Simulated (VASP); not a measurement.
# Si5Ge2 in VASP: notebook, part 2 of 3

VASP 6.6.1. Earlier steps stand in the parts before.

### 3 Single point, PBE

This run uses another cell than the first one, of 23.34 Å³/atom, 1.005 times its volume.

The input, INCAR:

```
SYSTEM = Si5Ge2
PREC = Accurate
ENCUT = 520
EDIFF = 1E-7
ISMEAR = 0
SIGMA = 0.1
LREAL = .False.
LASPH = .True.
NELM = 100
ALGO = Normal
ISIF = 2
LWAVE = .False.
LCHARG = .False.
GGA = PE
NBANDS = 33
```

The input, KPOINTS:

```
regular mesh
0
Gamma
  3 3 3
  0 0 0
```

The input, POSCAR:

```
Si5Ge2
1.0
    3.2891400389      1.8989858869      4.3601013597
   -3.2891400389      1.8989858869      4.3601013597
    0.0000000000     -3.7979717738      4.3601013597
Si Ge
5 2
Direct
    0.1143296082      0.1143296082      0.1143296082
    0.8856703918      0.8856703918      0.8856703918
    0.7196422028      0.0000000000      0.2803577972
    0.2803577972      0.7196422028      0.0000000000
    0.0000000000      0.2803577972      0.7196422028
    0.6997211506      0.6997211506      0.6997211506
    0.3002788494      0.3002788494      0.3002788494
```

Potentials or basis: VASP PAW PBE potentials, release 64 (Si, Ge_d).

Launch:

```console
$ cat potpaw_PBE.64/Si/POTCAR potpaw_PBE.64/Ge_d/POTCAR > POTCAR
$ mpirun -np 1 vasp_std > vasp.out
```

OUTCAR:

```text
SYSTEM = Si5Ge2
   PREC = Accurate
   ENCUT = 520
   EDIFF = 1E-7
   ISMEAR = 0
   LREAL = .False.
   LASPH = .True.
   NELM = 100
   ISIF = 2
   GGA = PE

 ion  position               nearest neighbor table
   1  0.114  0.114  0.114-   4 2.37   3 2.37   5 2.37   7 2.43   2 2.99
   2  0.886  0.886  0.886-   4 2.37   3 2.37   5 2.37   6 2.43   1 2.99
   3  0.720  0.000  0.280-   1 2.37   2 2.37   7 2.43   6 2.43
   4  0.280  0.720  0.000-   1 2.37   2 2.37   6 2.43   7 2.43
   5  0.000  0.280  0.720-   1 2.37   2 2.37   6 2.43   7 2.43
   6  0.700  0.700  0.700-   5 2.43   4 2.43   3 2.43   2 2.43
   7  0.300  0.300  0.300-   3 2.43   4 2.43   5 2.43   1 2.43

  LATTYP: Found a trigonal (rhomboedric) cell.
 ALAT       =     5.7823069324
 COS(alpha) =     0.3528686451

  Lattice vectors:

 A1 = (   3.2891400389,   1.8989858869,   4.3601013597)
 A2 = (  -3.2891400389,   1.8989858869,   4.3601013597)
 A3 = (   0.0000000000,  -3.7979717738,   4.3601013597)

Analysis of symmetry for initial positions (statically):
=====================================================================
 Subroutine PRICEL returns:
 Original cell was already a primitive cell.

 Routine SETGRP: Setting up the symmetry group for a
 trigonal (rhombohedral) supercell.

 Subroutine GETGRP returns: Found  6 space group operations
 (whereof  6 operations were pure point group operations)
 out of a pool of 12 trial point group operations.

The static configuration has the point symmetry D_3 .

Analysis of symmetry for dynamics (positions and initial velocities):
=====================================================================
 Subroutine PRICEL returns:
 Original cell was already a primitive cell.

 Routine SETGRP: Setting up the symmetry group for a
 trigonal (rhombohedral) supercell.

 Subroutine GETGRP returns: Found  6 space group operations
 (whereof  6 operations were pure point group operations)
 out of a pool of 12 trial point group operations.

The dynamic configuration has the point symmetry D_3 .

 Subroutine INISYM returns: Found  6 space group operations
 (whereof  6 operations are pure point group operations),
 and found     1 'primitive' translations

----------------------------------------------------------------------------------------

                                     Primitive cell

  volume of cell :     163.4000

  direct lattice vectors                    reciprocal lattice vectors
     3.289140039  1.898985887  4.360101360     0.152015419  0.087766143  0.076450822
    -3.289140039  1.898985887  4.360101360    -0.152015419  0.087766143  0.076450822
     0.000000000 -3.797971774  4.360101360     0.000000000 -0.175532286  0.076450822

  length of vectors
     5.782306932  5.782306932  5.782306932     0.191458381  0.191458381  0.191458381

  position of ions in fractional coordinates (direct lattice)
     0.114329608  0.114329608  0.114329608
     0.885670392  0.885670392  0.885670392
     0.719642203  0.000000000  0.280357797
     0.280357797  0.719642203  0.000000000
     0.000000000  0.280357797  0.719642203
     0.699721151  0.699721151  0.699721151
     0.300278849  0.300278849  0.300278849

[... 34 lines left out ...]
 Found      6 irreducible k-points:

 Following reciprocal coordinates:
            Coordinates               Weight
  0.000000  0.000000  0.000000      1.000000
  0.333333  0.000000  0.000000      6.000000
  0.333333  0.333333  0.000000      6.000000
 -0.333333  0.333333  0.000000      6.000000
  0.333333  0.333333  0.333333      2.000000
 -0.333333  0.333333  0.333333      6.000000
   k-points           NKPTS =      6   k-points in BZ     NKDIM =      6   number of bands    NBANDS=     33
   number of dos      NEDOS =    301   number of ions     NIONS =      7
   total plane-waves  NPLWV = 110592
   dimension x,y,z NGX =    48 NGY =   48 NGZ =   48
   dimension x,y,z NGXF=    96 NGYF=   96 NGZF=   96
   ions per type =               5   2
   NGX,Y,Z   is equivalent  to a cutoff of  13.80, 13.80, 13.80 a.u.
   NGXF,Y,Z  is equivalent  to a cutoff of  27.60, 27.60, 27.60 a.u.
 SYSTEM =  Si5Ge2
   PREC   = accura    normal or accurate (medium, high low for compatibility)
   ISTART =      0    job   : 0-new  1-cont  2-samecut
   ICHARG =      2    charge: 1-file 2-atom 10-const
   ISPIN  =      1    spin polarized calculation?
   LNONCOLLINEAR =      F non collinear calculations
   LSORBIT =      F    spin-orbit coupling
   LASPH  =      T    aspherical Exc in radial PAW
   ENCUT  =  520.0 eV  38.22 Ry    6.18 a.u.  10.75 10.75 10.75*2*pi/ulx,y,z
   NELM   =    100;   NELMIN=  2; NELMDL= -5     # of ELM steps
   EDIFF  = 0.1E-06   stopping-criterion for ELM
   LREAL  =      F    real-space projection
   EDIFFG = 0.1E-05   stopping-criterion for IOM
   NSW    =      0    number of steps for IOM
   IBRION =     -1    ionic relax: 0-MD 1-quasi-New 2-CG
   NFREE  =      0    steps in history (QN), initial steepest desc. (CG)
   ISIF   =      2    stress and relaxation
   ISYM   =      2    0-nonsym 1-usesym 2-fastsym
   POTIM  = 0.5000    time-step for ionic-motion
   TEBEG  =    0.0;   TEEND  =   0.0 temperature during run
   PSTRESS=    0.0 pullay stress
   NELECT =      48.0000    total number of electrons
   NUPDOWN=      -1.0000    fix difference up-down
   EMIN   =  10.00;   EMAX   =-10.00  energy-range for DOS
   EFERMI =   0.00;   METHOD = LEGACY
   ISMEAR =     0;   SIGMA  =   0.10  broadening in eV -4-tet -1-fermi 0-gaus
   EFERMI_NEDOS =   21; number of points for ismear=-14 and -15
   IALGO  =     38    algorithm
   IMIX   =      4    mixing-type and parameters
     AMIX     =   0.40;   BMIX     =  1.00
     AMIX_MAG =   1.60;   BMIX_MAG =  1.00
  volume/ion in A,a.u.               =      23.34       157.53
  Fermi-wavevector in a.u.,A,eV,Ry     =   1.088273  2.056538 16.113904  1.184339
  Thomas-Fermi vector in A             =   2.224451
   LORBIT       =      0    0 simple, 1 ext, 2 COOP (PROOUT), +10 PAW based schemes
   GGA     = PE    functional components
   LHFCALC =     F    Hartree Fock is set to
   AEXX    =    0.0000 exact exchange contribution
   IVDW    =     0    specifies the selected vdW correction
   LEPSILON=     F    determine dielectric tensor
   LRPA    =     F    only Hartree local field effects (RPA)
 non-spin polarized calculation
 Gauss-broadening in eV      SIGMA  =   0.10
  energy-cutoff  :      520.00
  volume of cell :      163.40
 maximum number of plane-waves:      4414
 NGX is ok and might be reduce to    48
   NGX = 21   NGY = 21   NGZ = 21

 number of electron      48.0000006 magnetization

 Free energy of the ion-electron system (eV)
  ---------------------------------------------------
  ext. energy  EPLUGINS =         0.00000000
  ---------------------------------------------------
  free energy    TOTEN  =       -34.81987064 eV

  energy without entropy =      -34.81987064  energy(sigma->0) =      -34.81987064

 E-fermi :   4.7147     XC(G=0):  -8.9111

 val. band max:        4.2592436586   @ k =   0.3333   0.3333   0.3333
 cond. band min:       5.1801062942   @ k =   0.0000   0.0000   0.0000
 fundamental gap:      0.9208626356
 Fermi energy:         4.7146837786

 k-point     1 :       0.0000    0.0000    0.0000
  band No.  band energies     occupation
      1     -19.9236      2.00000
      2     -19.9205      2.00000
      3     -19.8993      2.00000
      4     -19.8993      2.00000
      5     -19.8949      2.00000
      6     -19.8949      2.00000
[... 205 lines left out ...]
     32       8.3647      0.00000
     33       8.9617      0.00000

------------------------ aborting loop because EDIFF is reached ----------------------------------------

  FORCE on cell =-STRESS in cart. coord.  units (eV):
  Direction    XX          YY          ZZ          XY          YZ          ZX
  --------------------------------------------------------------------------------------
  -------------------------------------------------------------------------------------
  Total       -0.0572931     -0.0572931     -0.4424549      0.0000000      0.0000000      0.0000000
  in kB       -0.5617727     -0.5617727     -4.3383809      0.0000000      0.0000000      0.0000000
  external PRESSURE =      -1.8206421 kB  Pullay stress =       0.0000000 kB

 VOLUME and BASIS-vectors are now :
 -----------------------------------------------------------------------------
  energy-cutoff  :      520.00
  volume of cell :      163.40
      direct lattice vectors                 reciprocal lattice vectors
     3.289140039  1.898985887  4.360101360     0.152015419  0.087766143  0.076450822
    -3.289140039  1.898985887  4.360101360    -0.152015419  0.087766143  0.076450822
     0.000000000 -3.797971774  4.360101360     0.000000000 -0.175532286  0.076450822

 POSITION                                       TOTAL-FORCE (eV/Angst)
 -----------------------------------------------------------------------------------
      0.00000      0.00000      1.49547        -0.000000      0.000000      0.096128
      0.00000      0.00000     11.58484        -0.000000     -0.000000     -0.096128
      2.36700      0.30180      4.36010        -0.008983     -0.015558      0.000000
     -1.44487      1.89899      4.36010         0.017965     -0.000000      0.000000
     -0.92214     -2.20079      4.36010        -0.008983      0.015558      0.000000
      0.00000      0.00000      9.15257        -0.000000     -0.000000      0.071220
      0.00000      0.00000      3.92774        -0.000000     -0.000000     -0.071220
 -----------------------------------------------------------------------------------
    total drift:                               -0.000000      0.000000      0.000000

  FREE ENERGIE OF THE ION-ELECTRON SYSTEM (eV)
  ---------------------------------------------------
  free  energy   TOTEN  =       -34.8198706351 eV

  energy  without entropy=      -34.8198706351  energy(sigma->0) =      -34.81987064
```

Wall time 29 s (1 thread of Intel Xeon 6975P-C (Granite Rapids), shared host); peak memory 0.31 GiB.

Results:

```yaml
Free_energy: -34.8199 eV
Pressure: -0.2 GPa
Largest_force: 0.096 eV/Å
Band_gap_on_the_k_mesh: 0.92 eV, indirect (least direct gap 1.52 eV)
```

Forces in eV/Å, atoms in the order of the input:
```
Si   0.000  0.000  0.096
Si   0.000  0.000 -0.096
Si  -0.009 -0.016  0.000
Si   0.018  0.000  0.000
Si  -0.009  0.016  0.000
Ge   0.000  0.000  0.071
Ge   0.000  0.000 -0.071
```

Levels at points of the mesh, in eV from the valence-band top:
| k point | band 20 | band 21 | band 22 | band 23 | band 24 | band 25 | band 26 | band 27 | band 28 | band 29 |
| --- | --- | --- | --- | --- | --- | --- | --- | --- | --- | --- |
| (0.00, 0.00, 0.00) | -2.36 | -2.25 | -2.25 | -0.75 | -0.75 | 0.92 | 2.12 | 2.12 | 2.75 | 3.84 |

A k mesh can miss the band edges.

### 4 Single point, PBE

This run uses another cell than the first one, of 23.27 Å³/atom, 1.002 times its volume.

The input, INCAR:

```
SYSTEM = Si5Ge2
ALGO     = Normal         ! electronic algorithm
EDIFF    = 1E-7           ! SCF threshold, eV
ENCUT    = 520            ! plane-wave cutoff, eV
GGA      = PE             ! functional
ISIF     = 2              ! what is computed and relaxed
ISMEAR   = 0              ! smearing method
LASPH    = .True.         ! aspherical terms in the spheres
LCHARG   = .False.        ! write CHGCAR
LREAL    = .False.        ! projectors in reciprocal space
LWAVE    = .False.        ! write WAVECAR
NBANDS   = 33             ! bands
NELM     = 100            ! most SCF steps
PREC     = Accurate       ! precision mode
SIGMA    = 0.1            ! smearing width, eV
```

The input, KPOINTS:

```
k-points
0
Gamma
  3 3 3
  0 0 0
```

The input, POSCAR:

```
Si5Ge2
1.0
    3.2884363454      1.8963734214      4.3537346920
   -3.2852986372      1.8987733986      4.3505192297
    0.0036546183     -3.7958236659      4.3522813847
Si Ge
5 2
Direct
    0.1143492533      0.1147983927      0.1146470426
    0.8856266234      0.8852014371      0.8853806217
    0.7193381014     -0.0000336660      0.2806907731
    0.2805251578      0.7195123372     -0.0000769997
    0.0001024865      0.2804859201      0.7194727325
    0.7000060309      0.6998996816      0.6999853685
    0.3000523466      0.3001358975      0.2999004612
```

Launch:

```console
$ cat potpaw_PBE.64/Si/POTCAR potpaw_PBE.64/Ge_d/POTCAR > POTCAR
$ mpirun -np 1 vasp_std > vasp.out
```

Run time: 57 s. Hardware: 1 thread of Intel Xeon 6975P-C (Granite Rapids), shared host; peak memory 0.33 GiB.

It converged, with:

| Quantity | Value |
| --- | --- |
| Free energy | -34.8209 eV |
| Pressure | 0.0 GPa |
| Largest force | 0.011 eV/Å |
| Band gap on the k mesh | 0.93 eV, indirect (least direct gap 1.53 eV) |

Forces in eV/Å, atoms in the order of the input:
```
Si   0.000  0.003  0.009
Si  -0.004  0.000 -0.010
Si   0.003  0.005 -0.001
Si   0.000 -0.003  0.001
Si   0.001 -0.005 -0.001
Ge  -0.001  0.003  0.000
Ge   0.000 -0.002  0.001
```

Stress tensor (GPa, compression positive):
```
 0.04  0.03 -0.02
 0.03  0.02  0.01
-0.02  0.01 -0.09
```

Levels at points of the mesh, in eV from the valence-band top:
```
           k point  band 21  band 22  band 23  band 24  band 25  band 26  band 27  band 28
(0.00, 0.00, 0.00)    -2.26    -2.26    -0.77    -0.76     0.93     2.11     2.11     2.76
```

[end of part 2 of 3]
